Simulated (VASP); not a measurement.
# Mo6C in VASP: further runs

The runs below take Mo6C through relaxation of the atoms, with PBE.

Everything below comes from runs of VASP 6.6.1. Logs are shortened: lines on timing, memory, paths and dates and some standing lists are left out, and cuts for length are marked.

### Step 1. The cell of the first run

The cell holds a slab with vacuum, 7 atoms: a = 4.470 Å, b = 4.470 Å, c = 19.760 Å, α = 90.00°, β = 90.00°, γ = 120.00°.

### Step 2. Relaxation of the atoms, PBE

The input, INCAR:

```
SYSTEM = Mo6C
ALGO = Normal
DIPOL = 0.5 0.5 0.345
EDIFF = 1E-6
EDIFFG = -0.025
ENCUT = 520
GGA = PE
IBRION = 2
IDIPOL = 3
ISIF = 2
ISMEAR = 0
LASPH = .True.
LCHARG = .False.
LDIPOL = .True.
LREAL = .False.
LWAVE = .False.
NELM = 100
NSW = 36
PREC = Accurate
SIGMA = 0.1
```

The input, KPOINTS:

```
k-points
0
Gamma
  6 6 1
  0 0 0
```

The input, POSCAR:

```
Mo6C
1.0
    4.4695765307      0.0000000000      0.0000000000
   -2.2347882654      3.8707668198      0.0000000000
    0.0000000000      0.0000000000     19.7595667350
Mo C
6 1
Selective dynamics
Direct
    0.6666666667      0.3333333333      0.2024335884  F F F
    0.3333333333      0.6666666667      0.2486060831  F F F
    0.0000000000      0.0000000000      0.2947785777  F F F
    0.6666666667      0.3333333333      0.3368821116  F F F
    0.3333333333      0.6666666667      0.3779725564  F F F
    0.0000000000      0.0000000000      0.4180034333  F F F
    0.0000000000      0.0000000000      0.5344027466  F F T
```

Potentials or basis: VASP PAW PBE potentials, release 64 (Mo_sv, C).

The run is started by

```bash
$ cat potpaw_PBE.64/Mo_sv/POTCAR potpaw_PBE.64/C/POTCAR > POTCAR
$ mpirun -np 1 vasp_std > vasp.out
```

OUTCAR:

```text
SYSTEM = Mo6C
   EDIFF = 1E-6
   EDIFFG = -0.025
   ENCUT = 520
   GGA = PE
   IBRION = 2
   ISIF = 2
   ISMEAR = 0
   LASPH = .True.
   LREAL = .False.
   NELM = 100
   NSW = 36
   PREC = Accurate

 ion  position               nearest neighbor table
   1  0.667  0.333  0.202-   4 2.66   2 2.74   2 2.74   2 2.74   3 3.16   3 3.16   3 3.16
   2  0.333  0.667  0.249-   5 2.56   3 2.74   3 2.74   3 2.74   1 2.74   1 2.74   1 2.74   4 3.11
                             4 3.11   4 3.11
   3  0.000  0.000  0.295-   6 2.43   4 2.71   4 2.71   4 2.71   2 2.74   2 2.74   2 2.74   5 3.06
                             5 3.06   5 3.06   1 3.16   1 3.16   1 3.16
   4  0.667  0.333  0.337-   1 2.66   5 2.71   5 2.71   5 2.71   3 2.71   3 2.71   3 2.71   6 3.04
                             6 3.04   6 3.04   2 3.11   2 3.11   2 3.11
   5  0.333  0.667  0.378-   2 2.56   6 2.70   6 2.70   6 2.70   4 2.71   4 2.71   4 2.71   3 3.06
                             3 3.06   3 3.06
   6  0.000  0.000  0.418-   7 2.30   3 2.43   5 2.70   5 2.70   5 2.70   4 3.04   4 3.04   4 3.04

   7  0.000  0.000  0.534-   6 2.30

  LATTYP: Found a hexagonal cell.
 ALAT       =     4.4695765307
 C/A-ratio  =     4.4209035463

  Lattice vectors:

 A1 = (   4.4695765307,   0.0000000000,   0.0000000000)
 A2 = (  -2.2347882654,   3.8707668198,   0.0000000000)
 A3 = (   0.0000000000,   0.0000000000,  19.7595667350)

Analysis of symmetry for initial positions (statically):
=====================================================================
 Subroutine PRICEL returns:
 Original cell was already a primitive cell.

 Routine SETGRP: Setting up the symmetry group for a
 hexagonal supercell.

 Subroutine GETGRP returns: Found  6 space group operations
 (whereof  6 operations were pure point group operations)
 out of a pool of 24 trial point group operations.

The static configuration has the point symmetry C_3v.

Analysis of symmetry for dynamics (positions and initial velocities):
=====================================================================
 Subroutine PRICEL returns:
 Original cell was already a primitive cell.

 Routine SETGRP: Setting up the symmetry group for a
 hexagonal supercell.

 Subroutine GETGRP returns: Found  6 space group operations
 (whereof  6 operations were pure point group operations)
 out of a pool of 24 trial point group operations.

The dynamic configuration has the point symmetry C_3v.

Analysis of constrained symmetry for selective dynamics:
=====================================================================
 Subroutine PRICEL returns:
 Original cell was already a primitive cell.

 Routine SETGRP: Setting up the symmetry group for a
 hexagonal supercell.

 Subroutine GETGRP returns: Found  6 space group operations
 (whereof  6 operations were pure point group operations)
 out of a pool of 24 trial point group operations.

The constrained configuration has the point symmetry C_3v.

 Subroutine INISYM returns: Found  6 space group operations
 (whereof  6 operations are pure point group operations),
 and found     1 'primitive' translations

----------------------------------------------------------------------------------------

                                     Primitive cell

  volume of cell :     341.8541

  direct lattice vectors                    reciprocal lattice vectors
     4.469576531  0.000000000  0.000000000     0.223734842  0.129173371  0.000000000
    -2.234788265  3.870766820  0.000000000     0.000000000  0.258346743  0.000000000
     0.000000000  0.000000000 19.759566735     0.000000000  0.000000000  0.050608397

  length of vectors
     4.469576531  4.469576531 19.759566735     0.258346743  0.258346743  0.050608397

  position of ions in fractional coordinates (direct lattice)
     0.666666667  0.333333333  0.202433588
     0.333333333  0.666666667  0.248606083
     0.000000000  0.000000000  0.294778578
     0.666666667  0.333333333  0.336882112
     0.333333333  0.666666667  0.377972556
     0.000000000  0.000000000  0.418003433
     0.000000000  0.000000000  0.534402747

  ion indices of the primitive-cell ions
   primitive index   ion index
                 1           1
[... 46 lines left out ...]
   dimension x,y,z NGXF=    72 NGYF=   72 NGZF=  300
   ions per type =               6   1
   NGX,Y,Z   is equivalent  to a cutoff of  13.39, 13.39, 12.62 a.u.
   NGXF,Y,Z  is equivalent  to a cutoff of  26.78, 26.78, 25.24 a.u.
 SYSTEM =  Mo6C
   PREC   = accura    normal or accurate (medium, high low for compatibility)
   ISTART =      0    job   : 0-new  1-cont  2-samecut
   ICHARG =      2    charge: 1-file 2-atom 10-const
   ISPIN  =      1    spin polarized calculation?
   LNONCOLLINEAR =      F non collinear calculations
   LSORBIT =      F    spin-orbit coupling
   LASPH  =      T    aspherical Exc in radial PAW
   ENCUT  =  520.0 eV  38.22 Ry    6.18 a.u.   8.31  8.31 36.74*2*pi/ulx,y,z
   NELM   =    100;   NELMIN=  2; NELMDL= -5     # of ELM steps
   EDIFF  = 0.1E-05   stopping-criterion for ELM
   LREAL  =      F    real-space projection
   EDIFFG = -.3E-01   stopping-criterion for IOM
   NSW    =     36    number of steps for IOM
   IBRION =      2    ionic relax: 0-MD 1-quasi-New 2-CG
   NFREE  =      1    steps in history (QN), initial steepest desc. (CG)
   ISIF   =      2    stress and relaxation
   ISYM   =      2    0-nonsym 1-usesym 2-fastsym
   POTIM  = 0.5000    time-step for ionic-motion
   TEBEG  =    0.0;   TEEND  =   0.0 temperature during run
   PSTRESS=    0.0 pullay stress
   NELECT =      88.0000    total number of electrons
   NUPDOWN=      -1.0000    fix difference up-down
   EMIN   =  10.00;   EMAX   =-10.00  energy-range for DOS
   EFERMI =   0.00;   METHOD = LEGACY
   ISMEAR =     0;   SIGMA  =   0.10  broadening in eV -4-tet -1-fermi 0-gaus
   EFERMI_NEDOS =   21; number of points for ismear=-14 and -15
   IALGO  =     38    algorithm
   IMIX   =      4    mixing-type and parameters
     AMIX     =   0.40;   BMIX     =  1.00
     AMIX_MAG =   1.60;   BMIX_MAG =  1.00
  volume/ion in A,a.u.               =      48.84       329.56
  Fermi-wavevector in a.u.,A,eV,Ry     =   1.041411  1.967981 14.756017  1.084537
  Thomas-Fermi vector in A             =   2.176030
   LORBIT       =      0    0 simple, 1 ext, 2 COOP (PROOUT), +10 PAW based schemes
   GGA     = PE    functional components
   LHFCALC =     F    Hartree Fock is set to
   AEXX    =    0.0000 exact exchange contribution
   IVDW    =     0    specifies the selected vdW correction
   LEPSILON=     F    determine dielectric tensor
   LRPA    =     F    only Hartree local field effects (RPA)
 conjugate gradient relaxation of ions
 non-spin polarized calculation
 Gauss-broadening in eV      SIGMA  =   0.10
  energy-cutoff  :      520.00
  volume of cell :      341.85
 maximum number of plane-waves:      9223
 NGX is ok and might be reduce to    36
   NGX = 17   NGY = 17   NGZ = 73

--------------------------------------- Ionic step        1  -------------------------------------------

 number of electron      88.0000007 magnetization

 Free energy of the ion-electron system (eV)
  ---------------------------------------------------
  ext. energy  EPLUGINS =         0.00000000
  ---------------------------------------------------
  free energy    TOTEN  =       -62.43816905 eV

  energy without entropy =      -62.38780872  energy(sigma->0) =      -62.41298889

------------------------ aborting loop because EDIFF is reached ----------------------------------------

  FORCE on cell =-STRESS in cart. coord.  units (eV):
  Direction    XX          YY          ZZ          XY          YZ          ZX
  --------------------------------------------------------------------------------------
  -------------------------------------------------------------------------------------
  Total       -5.1305074     -5.1305074     -8.0962690      0.0000000      0.0000000      0.0000000
  in kB      -24.0452942    -24.0452942    -37.9450129      0.0000000      0.0000000      0.0000000
  external PRESSURE =     -28.6785337 kB  Pullay stress =       0.0000000 kB
[... 104 lines left out ...]
  FREE ENERGIE OF THE ION-ELECTRON SYSTEM (eV)
  ---------------------------------------------------
  free  energy   TOTEN  =       -63.8250630632 eV

  energy  without entropy=      -63.7897190128  energy(sigma->0) =      -63.80739104

 dipolmoment           0.000000      0.000000     -0.602052 electrons x Angstroem

 E-fermi :   0.0074     XC(G=0):  -5.1929

 val. band max:       -0.0524602757   @ k =   0.1667  -0.0000   0.0000
 cond. band min:       0.0079831879   @ k =   0.3333   0.3333   0.0000
 fundamental gap:      0.0604434636
 Fermi energy:         0.0074455057

 k-point     1 :       0.0000    0.0000    0.0000
  band No.  band energies     occupation
      1     -61.1578      2.00000
      2     -60.9251      2.00000
      3     -60.8886      2.00000
      4     -60.8139      2.00000
      5     -60.7190      2.00000
      6     -60.1522      2.00000
[... 374 lines left out ...]
     51       1.1016      0.00000
     52       1.3925      0.00000

[... ionic steps 4 to 12 ...]

--------------------------------------- Ionic step       13  -------------------------------------------

 number of electron      88.0000007 magnetization

------------------------ aborting loop because EDIFF is reached ----------------------------------------
[... 77 lines left out ...]
--------------------------------------- Ionic step       15  -------------------------------------------

 number of electron      88.0000007 magnetization

 dipolmoment           0.000000      0.000000      0.291730 electrons x Angstroem

 Free energy of the ion-electron system (eV)
  ---------------------------------------------------
  ext. energy  EPLUGINS =         0.00000000
  ---------------------------------------------------
  free energy    TOTEN  =       -64.16508925 eV

  energy without entropy =      -64.13039035  energy(sigma->0) =      -64.14773980

 E-fermi :  -0.0564     XC(G=0):  -5.1260

 val. band max:       -0.0984364156   @ k =   0.3333   0.0000   0.0000
 cond. band min:      -0.0483987573   @ k =   0.3333   0.3333   0.0000
 fundamental gap:      0.0500376583
 Fermi energy:        -0.0564398693

 k-point     1 :       0.0000    0.0000    0.0000
  band No.  band energies     occupation
      1     -61.2120      2.00000
      2     -60.9780      2.00000
      3     -60.9595      2.00000
      4     -60.8750      2.00000
      5     -60.7851      2.00000
      6     -60.0172      2.00000
[... 374 lines left out ...]
     51       1.1439      0.00000
     52       1.3632      0.00000

------------------------ aborting loop because EDIFF is reached ----------------------------------------

 vacuum level on the upper side and lower side of the slab       (xc-potential included)         1.461        -1.576

  FORCE on cell =-STRESS in cart. coord.  units (eV):
  Direction    XX          YY          ZZ          XY          YZ          ZX
  --------------------------------------------------------------------------------------
  -------------------------------------------------------------------------------------
  Total       -2.4545532     -2.4545532      0.1787447      0.0000000      0.0000000      0.0000000
  in kB      -11.5038241    -11.5038241      0.8377277      0.0000000      0.0000000      0.0000000
  external PRESSURE =      -7.3899735 kB  Pullay stress =       0.0000000 kB
[... 22 lines left out ...]
  FREE ENERGIE OF THE ION-ELECTRON SYSTEM (eV)
  ---------------------------------------------------
  free  energy   TOTEN  =       -64.1650892451 eV

  energy  without entropy=      -64.1303903474  energy(sigma->0) =      -64.14773980

 reached required accuracy - stopping structural energy minimisation

 vacuum level on the upper side and lower side of the slab         6.496         3.407
```

It took 51 min on 1 thread of Intel Xeon Platinum 8259CL at 2.50GHz (Skylake/Cascade Lake), shared host; peak memory 0.53 GiB.

Results:

| Property | Result |
| --- | --- |
| Free energy | -64.1651 eV |
| Energy gained by relaxing | 246.7 meV/atom |
| Ionic steps | 15 |
| Band gap on the k mesh | zero (bands 44 and 45 overlap by 0.49 eV) |

Step by step:
| step | energy change (eV) | largest force on free atoms (eV/Å) | pressure (GPa) |
| --- | --- | --- | --- |
| 1 | 0.0000 | 3.5474 | -2.87 |
| 2 | -0.6356 | 3.8191 | -2.65 |
| 3 | -1.3869 | 5.7500 | 0.94 |
| 4 | -1.3884 | 3.2338 | -2.00 |
| 5 | -1.7204 | 0.6027 | -0.93 |
| 6 | -1.7262 | 0.2034 | -0.66 |
| 7 | -1.7266 | 0.1323 | -0.78 |
| 8 | -1.7267 | 0.1227 | -0.77 |
| 9 | -1.7268 | 0.0922 | -0.77 |
| 10 | -1.7268 | 0.0900 | -0.76 |
| 11 | -1.7268 | 0.0891 | -0.76 |
| 12 | -1.7268 | 0.0842 | -0.76 |
| 13 | -1.7268 | 0.0727 | -0.76 |
| 14 | -1.7269 | 0.0515 | -0.75 |
| 15 | -1.7269 | 0.0087 | -0.74 |

Final structure:
```
Mo C
1.0
     4.46958    0.00000    0.00000
    -2.23479    3.87077    0.00000
     0.00000    0.00000   19.75957
Mo C
6 1
Direct
  0.66667 0.33333 0.20243
  0.33333 0.66667 0.24861
  0.00000 0.00000 0.29478
  0.66667 0.33333 0.33688
  0.33333 0.66667 0.37797
  0.00000 0.00000 0.41800
  0.00000 0.00000 0.50651
```

Levels at points of the mesh, in eV from the Fermi level:
| k point | band 42 | band 43 | band 44 | band 45 | band 46 | band 47 |
| --- | --- | --- | --- | --- | --- | --- |
| (0.00, 0.00, 0.00) | -1.00 | -1.00 | -0.40 | -0.40 | 0.30 | 1.13 |
| (0.50, 0.00, 0.00) | -0.69 | -0.54 | 0.10 | 0.17 | 0.36 | 0.75 |

### Step 3. Relaxation of the atoms, PBE

The input, INCAR:

```
  ALGO = Normal
  DIPOL = 0.5 0.5 0.330
  EDIFF = 1E-6
  EDIFFG = -0.025
  ENCUT = 520
  GGA = PE
  IBRION = 2
  IDIPOL = 3
  ISIF = 2
  ISMEAR = 0
  LASPH = True
  LCHARG = False
  LDIPOL = True
  LREAL = False
  LWAVE = False
  NELM = 80
  NSW = 36
  PREC = Accurate
  SIGMA = 0.1
```

The input, KPOINTS:

```
k-points
0
Gamma
  6 6 1
```

Changes to POSCAR since step 2:

```diff
@@ -15,2 +15,2 @@
     0.0000000000      0.0000000000      0.4180034333  F F F
-    0.0000000000      0.0000000000      0.5344027466  F F T
+    0.6666666667      0.3333333333      0.4313117309  F F T
```

Potentials or basis: VASP PAW PBE potentials, release 64 (Mo_sv, C).

The run is started by

```bash
$ cat potpaw_PBE.64/Mo_sv/POTCAR potpaw_PBE.64/C/POTCAR > POTCAR
$ mpirun -np 1 vasp_std > vasp.out
```

Wall time 14 min (1 thread of Intel Xeon Platinum 8259CL at 2.50GHz (Skylake/Cascade Lake), shared host); peak memory 0.52 GiB.

The run converged. Its results:

| Quantity | Value |
| --- | --- |
| Free energy | -66.5765 eV |
| Energy gained by relaxing | 14.8 meV/atom |
| Ionic steps | 2 |
| Band gap on the k mesh | zero (bands 44 and 45 overlap by 0.19 eV) |

The path:
```csv
step,energy change (eV),largest force on free atoms (eV/Å),pressure (GPa)
1,0.0000,2.1604,-1.31
2,-0.1036,0.0099,-2.16
```

Final structure:
```xyz
7
Lattice="4.4696 0.0000 0.0000 -2.2348 3.8708 0.0000 0.0000 0.0000 19.7596" Properties=species:S:1:pos:R:3 pbc="T T T"
Mo    2.2348    1.2903    4.0000
Mo    0.0000    2.5805    4.9123
Mo    0.0000    0.0000    5.8247
Mo    2.2348    1.2903    6.6566
Mo    0.0000    2.5805    7.4686
Mo    0.0000    0.0000    8.2596
C     2.2348    1.2903    8.6268
```

Levels at points of the mesh, in eV from the Fermi level:
| k point | band 40 | band 41 | band 42 | band 43 | band 44 | band 45 | band 46 | band 47 | band 48 | band 49 |
| --- | --- | --- | --- | --- | --- | --- | --- | --- | --- | --- |
| (0.00, 0.00, 0.00) | -1.27 | -1.27 | -1.21 | -1.19 | 0.08 | 0.55 | 0.55 | 1.14 | 1.14 | 1.28 |
| (0.50, 0.00, 0.00) | -1.62 | -1.07 | -0.70 | -0.26 | -0.07 | 0.04 | 0.13 | 0.78 | 0.87 | 1.23 |

### Step 4. Relaxation of the atoms, PBE

The input, INCAR:

```
SYSTEM = Mo6C
  ALGO = Fast
  DIPOL = 0.5 0.5 0.336
  EDIFF = 1E-6
  EDIFFG = -0.025
  ENCUT = 520
  GGA = PE
  IBRION = 2
  IDIPOL = 3
  ISIF = 2
  ISMEAR = 0
  LASPH = .True.
  LCHARG = .False.
  LDIPOL = .True.
  LREAL = .False.
  LWAVE = .False.
  NELM = 80
  NSW = 36
  PREC = Accurate
  SIGMA = 0.1
```

The input, KPOINTS:

```
k-points
0
Gamma
  6 6 1
  0 0 0
```

Changes to POSCAR since step 3:

```diff
@@ -15,2 +15,2 @@
     0.0000000000      0.0000000000      0.4180034333  F F F
-    0.6666666667      0.3333333333      0.4313117309  F F T
+    0.3333333333      0.6666666667      0.4710133934  F F T
```

The run is started by

```bash
$ cat potpaw_PBE.64/Mo_sv/POTCAR potpaw_PBE.64/C/POTCAR > POTCAR
$ mpirun -np 1 vasp_std > vasp.out
```

Run time: 19 min. Hardware: 1 thread of Oxide Virtual Turin-like, shared host; peak memory 0.49 GiB.

It converged, with:

| Property | Result |
| --- | --- |
| Free energy | -65.3869 eV |
| Energy gained by relaxing | 0.1 meV/atom |
| Ionic steps | 3 |
| Band gap on the k mesh | zero (bands 44 and 45 overlap by 0.04 eV) |

The path:
| step | energy change (eV) | largest force on free atoms (eV/Å) | pressure (GPa) |
| --- | --- | --- | --- |
| 1 | 0.0000 | 0.1902 | -1.10 |
| 2 | -0.0007 | 0.0293 | -1.17 |
| 3 | -0.0008 | 0.0024 | -1.16 |

Final structure:
```
Mo C
1.0
     4.46958    0.00000    0.00000
    -2.23479    3.87077    0.00000
     0.00000    0.00000   19.75957
Mo C
6 1
Direct
  0.66667 0.33333 0.20243
  0.33333 0.66667 0.24861
  0.00000 0.00000 0.29478
  0.66667 0.33333 0.33688
  0.33333 0.66667 0.37797
  0.00000 0.00000 0.41800
  0.33333 0.66667 0.47141
```

Levels at points of the mesh, in eV from the Fermi level:
| k point | band 42 | band 43 | band 44 | band 45 | band 46 | band 47 |
| --- | --- | --- | --- | --- | --- | --- |
| (0.00, 0.00, 0.00) | -1.13 | -0.76 | -0.12 | 0.50 | 0.50 | 1.30 |
| (0.50, 0.00, 0.00) | -0.66 | -0.30 | -0.17 | 0.09 | 0.53 | 0.77 |

### Step 5. Summary

```csv
cell,gap on the mesh (eV)
"atoms relaxed, atomic positions A",none
"atoms relaxed, atomic positions B",none
"atoms relaxed, atomic positions C",none
```

Alike in all rows: task relaxation of the atoms; level PBE; potentials or basis VASP PAW PBE potentials, release 64 (Mo_sv, C); no spin polarisation; k mesh 6 × 6 × 1; cutoff (eV) 520; smearing gaussian 0.1 eV.

Total energies depend on the potentials used, so only differences within one code and one set of settings carry meaning.

The gap in the log of VASP goes by the Fermi energy; the results here count the filled bands.